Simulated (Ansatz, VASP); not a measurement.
# Two plane-wave programs on BaNaF

```xyz
6
Lattice="4.0488 0.0000 0.0000 -2.0244 3.5063 0.0000 0.0000 0.0000 13.8370" Properties=species:S:1:pos:R:3 pbc="T T T"
Na    0.0000    2.3376   10.3777
Na    2.0244    1.1688    3.4592
Ba    0.0000    0.0000    6.9185
Ba    0.0000    0.0000    0.0000
F     0.0000    2.3376    3.4592
F     2.0244    1.1688   10.3777
```

Change from the starting cell: species swapped into the NdSbPd type (P6_3/mmc, No. 194).

Alike in both runs: functional PBE; k mesh 12 × 12 × 4; occupations gaussian, width 0.1 eV; no spin polarisation.

Ansatz relaxed the structure, and its values are those at the end. VASP's run is a single point on that final structure, the one shown.

```csv
,VASP,Ansatz
version,VASP 6.6.1,Ansatz 0.2.0
potentials or method,"VASP PAW PBE potentials, release 64 (Na_pv, Ba_sv, F), cutoff 520 eV","scalar-relativistic, plane waves, PAW"
valence electrons in the cell,48,52
```

|  | VASP | Ansatz | Ansatz less VASP |
| --- | --- | --- | --- |
| gap on the k mesh at the Fermi level (eV) | none | none | - |
| pressure (GPa) | 0.0 | 0.0 | -0.01 |

A gap of «none» marks a metal or a gap that the smearing closes. The functional is the same, so the differences come from potentials, cutoffs and numerics. VASP's potentials hold 48 valence electrons a cell and Ansatz's 52, so a difference there can come from the potentials and not from the codes.

Neither program's run includes spin-orbit coupling.
